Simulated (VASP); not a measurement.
Here is a VASP 6.6.1 calculation.

The input POSCAR:

```
PtS2
1.0
    1.7391392326      1.0040925041      5.0958703778
   -1.7391392326      1.0040925041      5.0958703778
    0.0000000000     -2.0081850081      5.0958703778
Pt S
1 2
Direct
   -0.0026256460     -0.0026256460     -0.0026256460
    0.4255983386      0.4255983386      0.4255983386
    0.2436939740      0.2436939740      0.2436939740
```

The input INCAR.step1:

```
ALGO = Normal
EDIFF = 1E-4
ENCUT = 520
GGA = PE
ISMEAR = -1
LASPH = T
LCHARG = F
LREAL = F
LWAVE = T
NBANDS = 18
NELM = 60
PREC = Accurate
SIGMA = 0.02
```

INCAR.step2

```
ALGO = Normal
EDIFF = 1E-6
ENCUT = 520
ISIF = 2
ISMEAR = -1
ISTART = 1
LASPH = T
LCHARG = F
LMIXTAU = T
LREAL = F
LWAVE = F
METAGGA = R2SCAN
NBANDS = 18
NELM = 60
PREC = Accurate
SIGMA = 0.02
```

The input KPOINTS:

```
k-points
0
Gamma
  6 6 6
```

Potentials or basis: VASP PAW PBE potentials, release 64 (Pt, S).

Command:

```console
$ cat potpaw_PBE.64/Pt/POTCAR potpaw_PBE.64/S/POTCAR > POTCAR
$ cp INCAR.step1 INCAR
$ mpirun -np 1 vasp_std > vasp.out
$ cp INCAR.step2 INCAR
$ mpirun -np 1 vasp_std > vasp.out
```

(1) Predict the band gap on the k mesh.

(2) What does it give for the largest force?

(3) What does it give for the pressure?

Results:

(1) zero (band 11 reaches 7.77 eV, above the bottom of band 12 at 7.35 eV).

(2) 0.052 eV/Å.

(3) 1.2 GPa.

Caveat: the PAW data sets were made with another functional, which shifts forces and pressure a little; spin-orbit coupling is left out, which moves the levels of the heavy elements.
